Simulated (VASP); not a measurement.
# Au (Pm-3m) in VASP: notebook

Aim: see how the results for Au move with the level of theory and the settings. Levels: HF, r2SCAN. Tasks: relaxation of cell and atoms, single point.

All numbers are computed with VASP 6.6.1; they aren't measurements. Logs are shortened: lines on timing, memory, paths and dates and some standing lists are left out, and cuts for length are marked.

## Step 1: The cell of the first run

The structure is cubic, space group Pm-3m (No. 221). The conventional cell has a = 2.748 Å, b = 2.748 Å, c = 2.748 Å, α = 90.00°, β = 90.00°, γ = 90.00°. Within 3.6 Å of Au (site symmetry m-3m) lie 6 Au at 2.75 Å.

This isn't the form of Au at room conditions, which is fcc.

## Step 2: Relaxation of cell and atoms, HF

POSCAR reads:

```
Au
1.0
    2.7484100000      0.0000000000      0.0000000000
    0.0000000000      2.7484100000      0.0000000000
    0.0000000000      0.0000000000      2.7484100000
Au
1
Direct
    0.5000000000      0.5000000000      0.5000000000
```

INCAR.step1 reads:

```
SYSTEM = Au
PREC = Accurate
ENCUT = 540
EDIFF = 1E-5
ISMEAR = -1
SIGMA = 0.05
LREAL = .False.
LASPH = .True.
NELM = 120
ALGO = Normal
LWAVE = .True.
LCHARG = .False.
GGA = PE
NBANDS = 16
GGA_COMPAT = .False.
IBRION = 2
ISIF = 3
EDIFFG = -0.005
NELMIN = 4
NSW = 100
```

INCAR.step2 reads:

```
SYSTEM = Au
PREC = Accurate
ENCUT = 540
EDIFF = 1E-7
ISMEAR = -1
SIGMA = 0.05
LREAL = .False.
LASPH = .True.
NELM = 120
ALGO = Normal
ISIF = 3
LWAVE = .False.
LCHARG = .False.
GGA = PE
LHFCALC = .True.
AEXX = 1.0
ALDAC = 0.0
AGGAC = 0.0
PRECFOCK = Normal
IBRION = 2
NSW = 60
EDIFFG = -0.01
ISTART = 1
GGA_COMPAT = .False.
NELMIN = 4
```

KPOINTS reads:

```
Automatic mesh
0
Gamma
  5 5 5
  0 0 0
```

Potentials or basis: VASP PAW PBE potentials, release 64 (Au_sv_GW).

Command:

```bash
$ cat potpaw_PBE.64/Au_sv_GW/POTCAR > POTCAR
$ cp INCAR.step1 INCAR
$ mpirun -np 1 vasp_std > vasp.out
$ cp INCAR.step2 INCAR
$ mpirun -np 1 vasp_std > vasp.out
```

OUTCAR:

```text
SYSTEM = Au
   PREC = Accurate
   ENCUT = 540
   EDIFF = 1E-7
   ISMEAR = -1
   LREAL = .False.
   LASPH = .True.
   NELM = 120
   ISIF = 3
   GGA = PE
   LHFCALC = .True.
   AEXX = 1.0
   PRECFOCK = Normal
   IBRION = 2
   NSW = 60
   EDIFFG = -0.01
   ISTART = 1
   NELMIN = 4

 ion  position               nearest neighbor table
   1  0.500  0.500  0.500-

  LATTYP: Found a simple cubic cell.
 ALAT       =     2.7484100000

  Lattice vectors:

 A1 = (   2.7484100000,   0.0000000000,   0.0000000000)
 A2 = (   0.0000000000,   2.7484100000,   0.0000000000)
 A3 = (   0.0000000000,   0.0000000000,   2.7484100000)

Analysis of symmetry for initial positions (statically):
=====================================================================
 Subroutine PRICEL returns:
 Original cell was already a primitive cell.

 Routine SETGRP: Setting up the symmetry group for a
 simple cubic supercell.

 Subroutine GETGRP returns: Found 48 space group operations
 (whereof 48 operations were pure point group operations)
 out of a pool of 48 trial point group operations.

The static configuration has the point symmetry O_h .

Analysis of symmetry for dynamics (positions and initial velocities):
=====================================================================
 Subroutine PRICEL returns:
 Original cell was already a primitive cell.

 Routine SETGRP: Setting up the symmetry group for a
 simple cubic supercell.

 Subroutine GETGRP returns: Found 48 space group operations
 (whereof 48 operations were pure point group operations)
 out of a pool of 48 trial point group operations.

The dynamic configuration has the point symmetry O_h .

 Subroutine INISYM returns: Found 48 space group operations
 (whereof 48 operations are pure point group operations),
 and found     1 'primitive' translations

----------------------------------------------------------------------------------------

                                     Primitive cell

  volume of cell :      20.7608

  direct lattice vectors                    reciprocal lattice vectors
[... 65 lines left out ...]
   LNONCOLLINEAR =      F non collinear calculations
   LSORBIT =      F    spin-orbit coupling
   LASPH  =      T    aspherical Exc in radial PAW
   ENCUT  =  540.0 eV  39.69 Ry    6.30 a.u.   5.21  5.21  5.21*2*pi/ulx,y,z
   NELM   =    120;   NELMIN=  4; NELMDL=  0     # of ELM steps
   EDIFF  = 0.1E-06   stopping-criterion for ELM
   LREAL  =      F    real-space projection
   EDIFFG = -.1E-01   stopping-criterion for IOM
   NSW    =     60    number of steps for IOM
   IBRION =      2    ionic relax: 0-MD 1-quasi-New 2-CG
   NFREE  =      1    steps in history (QN), initial steepest desc. (CG)
   ISIF   =      3    stress and relaxation
   ISYM   =      3    0-nonsym 1-usesym 2-fastsym
   POTIM  = 0.5000    time-step for ionic-motion
   TEBEG  =    0.0;   TEEND  =   0.0 temperature during run
   PSTRESS=    0.0 pullay stress
   NELECT =      19.0000    total number of electrons
   NUPDOWN=      -1.0000    fix difference up-down
   EMIN   =  10.00;   EMAX   =-10.00  energy-range for DOS
   EFERMI =   0.00;   METHOD = LEGACY
   ISMEAR =    -1;   SIGMA  =   0.05  broadening in eV -4-tet -1-fermi 0-gaus
   EFERMI_NEDOS =   21; number of points for ismear=-14 and -15
   IALGO  =     38    algorithm
   IMIX   =      1    mixing-type and parameters
     AMIX     =   0.40;   BMIX     =  1.00
     AMIX_MAG =   1.60;   BMIX_MAG =  1.00
  volume/ion in A,a.u.               =      20.76       140.10
  Fermi-wavevector in a.u.,A,eV,Ry     =   1.589441  3.003609 34.372723  2.526324
  Thomas-Fermi vector in A             =   2.688290
   LORBIT       =      0    0 simple, 1 ext, 2 COOP (PROOUT), +10 PAW based schemes
   GGA     = PE    functional components
   LHFCALC =     T    Hartree Fock is set to
   PRECFOCK=normal    Normal, Fast or Accurate (Low or Medium for compatibility)
   ENCUT4O =  -1.0   cutoff for four orbital integrals eV
   NKREDX  =     1    reduce k-point grid by
   NKREDY  =     1    reduce k-point grid by
   NKREDZ  =     1    reduce k-point grid by
   AEXX    =    1.0000 exact exchange contribution
   HFSCREEN=    0.0000 screening length (either q_TF or 0.3 A-1)
   HFSCREENC=   0.0000 screening length for correlation (either q_TF or 0.3 A-1)
   ENCUTFOCK=  -1.0 apply spherical cutoff to Coloumb kernel
   IVDW    =     0    specifies the selected vdW correction
   LEPSILON=     F    determine dielectric tensor
   LRPA    =     F    only Hartree local field effects (RPA)
 conjugate gradient relaxation of ions
 non-spin polarized calculation
  energy-cutoff  :      540.00
  volume of cell :       20.76
 maximum number of plane-waves:       619
 NGX is ok and might be reduce to    24
  NGX = 16; NGY = 16; NGZ = 16

--------------------------------------- Ionic step        1  -------------------------------------------

 number of electron      19.0000001 magnetization

 Free energy of the ion-electron system (eV)
  ---------------------------------------------------
  ext. energy  EPLUGINS =         0.00000000
  ---------------------------------------------------
  free energy    TOTEN  =         6.49914423 eV

  energy without entropy =        6.50947897  energy(sigma->0) =        6.50431160

------------------------ aborting loop because EDIFF is reached ----------------------------------------

  FORCE on cell =-STRESS in cart. coord.  units (eV):
  Direction    XX          YY          ZZ          XY          YZ          ZX
  --------------------------------------------------------------------------------------
  -------------------------------------------------------------------------------------
  Total        1.2412230      1.2412230      1.2412230     -0.0000000     -0.0000000      0.0000000
  in kB       95.7890429     95.7890429     95.7890429     -0.0000000     -0.0000000      0.0000000
  external PRESSURE =      95.7890429 kB  Pullay stress =       0.0000000 kB
[... 57 lines left out ...]
--------------------------------------- Ionic step        3  -------------------------------------------

 number of electron      18.9999992 magnetization

 Free energy of the ion-electron system (eV)
  ---------------------------------------------------
  ext. energy  EPLUGINS =         0.00000000
  ---------------------------------------------------
  free energy    TOTEN  =         6.43865231 eV

  energy without entropy =        6.44898704  energy(sigma->0) =        6.44381967

 E-fermi :   6.2482     XC(G=0):   0.0000

 val. band max:        3.0122439154   @ k =   0.4000   0.2000   0.0000
 cond. band min:       6.3088724037   @ k =   0.4000   0.2000   0.2000
 fundamental gap:      3.2966284883
 Fermi energy:         6.2482212718

 k-point     1 :       0.0000    0.0000    0.0000
  band No.  band energies     occupation
      1    -119.6450      2.00000
      2     -65.9310      2.00000
      3     -65.9310      2.00000
      4     -65.9310      2.00000
      5      -6.2834      2.00000
      6      -6.2834      2.00000
      7      -6.0325      2.00000
      8      -2.1439      2.00000
      9      -2.1439      2.00000
     10      -2.1439      2.00000
     11      23.9314      0.00000
     12      23.9314      0.00000
     13      23.9314      0.00000
[... 170 lines left out ...]
  FREE ENERGIE OF THE ION-ELECTRON SYSTEM (eV)
  ---------------------------------------------------
  free  energy   TOTEN  =         6.4386523062 eV

  energy  without entropy=        6.4489870413  energy(sigma->0) =        6.44381967

 reached required accuracy - stopping structural energy minimisation
```

OUTCAR.step1:

```text
SYSTEM = Au
   PREC = Accurate
   ENCUT = 540
   EDIFF = 1E-5
   ISMEAR = -1
   LREAL = .False.
   LASPH = .True.
   NELM = 120
   GGA = PE
   IBRION = 2
   ISIF = 3
   EDIFFG = -0.005
   NELMIN = 4
   NSW = 100
[... 254 lines left out ...]
 cond. band min:       5.7322330597   @ k =   0.4000   0.2000   0.2000
 fundamental gap:      0.7953382776
 Fermi energy:         5.6715820454

 k-point     1 :       0.0000    0.0000    0.0000
  band No.  band energies     occupation
      1     -99.2471      2.00000
      2     -50.4778      2.00000
      3     -50.4778      2.00000
      4     -50.4778      2.00000
      5      -2.0314      2.00000
      6       0.1056      2.00000
[... 207 lines left out ...]
  FREE ENERGIE OF THE ION-ELECTRON SYSTEM (eV)
  ---------------------------------------------------
  free  energy   TOTEN  =        -2.2620828248 eV

  energy  without entropy=       -2.2517479545  energy(sigma->0) =       -2.25691539

 reached required accuracy - stopping structural energy minimisation
```

Run time: 10 min. Hardware: 1 thread of Intel Xeon 6975P-C (Granite Rapids), shared host; peak memory 0.16 GiB.

What came out:

* Free energy: 6.4387 eV
* Relaxed volume: 23.03 Å³/atom
* Relaxed cell: a = 2.845 Å, b = 2.845 Å, c = 2.845 Å, α = 90.00°, β = 90.00°, γ = 90.00°
* Space group after relaxing (to 0.1 Å): Pm-3m (No. 221)
* Energy gained by relaxing: 60.5 meV/atom
* Ionic steps: 3
* Pressure after relaxing: 0.0 GPa
* Band gap on the k mesh: zero (an odd number of electrons rules out a gap without spin polarisation)

The path:
```
step  energy change (eV)  largest force (eV/Å)  pressure (GPa)  volume (Å³)
   1              0.0000                0.0000            9.58        20.76
   2             -0.0371                0.0000           -4.12        24.72
   3             -0.0605                0.0000           -0.01        23.03
```

Final structure:
```yaml
crystal:
  lattice:
    - [2.84497, 0.00000, 0.00000]
    - [0.00000, 2.84497, 0.00000]
    - [0.00000, 0.00000, 2.84497]
  atoms:
    - { symbol: Au, position: [0.50000, 0.50000, 0.50000] }
```

Caveat: the k points lie up to 0.44 Å⁻¹ apart in the final cell, too coarse for converged energies and pressures of a metal; the PAW data sets were made with another functional, which shifts forces and pressure a little; spin-orbit coupling is left out, which moves the levels of the heavy elements.

## Step 3: Single point, r2SCAN

POSCAR is that of step 2.

INCAR.step1 reads:

```
SYSTEM = Au
ALGO = Normal ; EDIFF = 1E-4
ENCUT = 520 ; GGA = PE
ISMEAR = 1 ; LASPH = .TRUE.
LCHARG = .FALSE. ; LREAL = .FALSE.
LWAVE = .TRUE. ; NBANDS = 12
NELM = 100 ; PREC = Accurate
SIGMA = 0.05
```

INCAR.step2 reads:

```
SYSTEM = Au
ALGO = Normal ; EDIFF = 1E-6
ENCUT = 520 ; ISIF = 2
ISMEAR = 1 ; ISTART = 1
LASPH = .TRUE. ; LCHARG = .TRUE.
LELF = .TRUE. ; LMIXTAU = .TRUE.
LREAL = .FALSE. ; LVHAR = .TRUE.
LWAVE = .FALSE. ; METAGGA = R2SCAN
NBANDS = 12 ; NELM = 100
PREC = Accurate ; SIGMA = 0.05
```

KPOINTS reads:

```
k-points
0
G
  7 7 7
  0 0 0
```

Potentials or basis: VASP PAW PBE potentials, release 64 (Au).

Command:

```bash
$ cat potpaw_PBE.64/Au/POTCAR > POTCAR
$ cp INCAR.step1 INCAR
$ mpirun -np 1 vasp_std > vasp.out
$ cp INCAR.step2 INCAR
$ mpirun -np 1 vasp_std > vasp.out
```

Run time: 9.9 s. Hardware: 1 thread of AMD EPYC 9R45 (Zen 5), shared host; peak memory 0.1 GiB.

The run converged. Its results:

- Free energy: -50.3742 eV
- Pressure: -3.5 GPa
- Band gap on the k mesh: zero (an odd number of electrons rules out a gap without spin polarisation)

Levels at points of the mesh, in eV from the Fermi level:
```csv
k point,band 4,band 5,band 6,band 7,band 8,band 9
"(0.00, 0.00, 0.00)",-1.74,-1.74,-1.74,14.33,14.33,14.33
```

Caveat: the cell stands under tension; the PAW data sets were made with another functional, which shifts forces and pressure a little; spin-orbit coupling is left out, which moves the levels of the heavy elements.

## Step 4: Single point, r2SCAN

POSCAR is that of step 3.

INCAR.step1 reads:

```
ALGO = Normal ; EDIFF = 1E-4
ENCUT = 520 ; GGA = PE
ISMEAR = 1 ; LASPH = T
LCHARG = F ; LREAL = F
LWAVE = T ; NBANDS = 12
NELM = 80 ; PREC = Accurate
SIGMA = 0.05
```

INCAR.step2 reads:

```
ALGO = Normal ; EDIFF = 1E-7
ENCUT = 520 ; ISIF = 2
ISMEAR = 1 ; ISTART = 1
LASPH = T ; LCHARG = F
LMIXTAU = T ; LREAL = F
LWAVE = F ; METAGGA = R2SCAN
NBANDS = 12 ; NELM = 80
PREC = Accurate ; SIGMA = 0.05
```

KPOINTS reads:

```
k-points
0
Gamma
  9 9 9
```

Command:

```bash
$ cat potpaw_PBE.64/Au/POTCAR > POTCAR
$ cp INCAR.step1 INCAR
$ mpirun -np 1 vasp_std > vasp.out
$ cp INCAR.step2 INCAR
$ mpirun -np 1 vasp_std > vasp.out
```

It took 15 s on 1 thread of AMD EPYC 9R45 (Zen 5), shared host; peak memory 0.1 GiB.

Results (log left out):

```yaml
Free_energy: -50.4061 eV
Pressure: -3.6 GPa
Band_gap_on_the_k_mesh: zero (an odd number of electrons rules out a gap without spin polarisation)
```

Levels at points of the mesh, in eV from the Fermi level:
```
           k point  band 3  band 4  band 5  band 6  band 7  band 8  band 9  band 10
(0.00, 0.00, 0.00)   -5.95   -1.70   -1.70   -1.70   14.36   14.36   14.36    19.33
```

Caveat: the cell stands under tension; the PAW data sets were made with another functional, which shifts forces and pressure a little; spin-orbit coupling is left out, which moves the levels of the heavy elements.

## Step 5: The runs side by side

| task | level | potentials or basis | cell | k mesh | cutoff (eV) | smearing | grid for exact exchange (PRECFOCK) | share of exact exchange | gap on the mesh (eV) | pressure (GPa) |
| --- | --- | --- | --- | --- | --- | --- | --- | --- | --- | --- |
| relaxation of cell and atoms | HF | VASP PAW PBE potentials, release 64 (Au_sv_GW) | relaxed | 5 × 5 × 5 | 540 | fermi-dirac 0.05 eV | Normal | 1 | none | 0.0 |
| single point | r2SCAN | VASP PAW PBE potentials, release 64 (Au) | as given | 7 × 7 × 7 | 520 | methfessel-paxton 0.05 eV | - | - | none | -3.5 |
| single point | r2SCAN | VASP PAW PBE potentials, release 64 (Au) | as given | 9 × 9 × 9 | 520 | methfessel-paxton 0.05 eV | - | - | none | -3.6 |

Alike in all rows: no spin polarisation.

Caveats: some runs use coarse meshes; the PAW data sets were made with another functional, which shifts forces and pressure a little; spin-orbit coupling is left out, which moves the levels of the heavy elements; the cell stands under tension (at least some runs).

Absolute energies hang on the potentials; compare differences alone.

The gap in the log of VASP goes by the Fermi energy; the results here count the filled bands.